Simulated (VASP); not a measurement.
Input of a VASP 6.6.1 run:

INCAR

```
PREC = Accurate
ENCUT = 520
EDIFF = 1E-6
ISMEAR = -1
SIGMA = 0.1
LREAL = False
LASPH = True
NELM = 100
ALGO = Normal
ISIF = 2
LWAVE = False
LCHARG = False
GGA = PS
NBANDS = 26
```

KPOINTS

```
regular mesh
0
Gamma
  4 4 4
```

POSCAR

```
Y3Mg
1.0
    0.0000000000      3.9185500000      3.9185500000
    3.9185500000      0.0000000000      3.9185500000
    3.9185500000      3.9185500000      0.0000000000
Y Mg
3 1
Direct
    0.5026800000      0.5027500000      0.4961300000
    0.2499700000      0.2488600000      0.2450800000
    0.7550400000      0.7441300000      0.7513900000
    0.0082800000      0.9955100000      0.0007900000
```

Potentials or basis: VASP PAW PBE potentials, release 64 (Y_sv, Mg).

Launch:

```sh
$ cat potpaw_PBE.64/Y_sv/POTCAR potpaw_PBE.64/Mg/POTCAR > POTCAR
$ mpirun -np 1 vasp_std > vasp.out
```

(1) Predict the pressure.

(2) Estimate the largest force.

Answers

(1) -1.9 GPa.

(2) 0.134 eV/Å.

Caveat: the PAW data sets were made with another functional, which shifts forces and pressure a little.
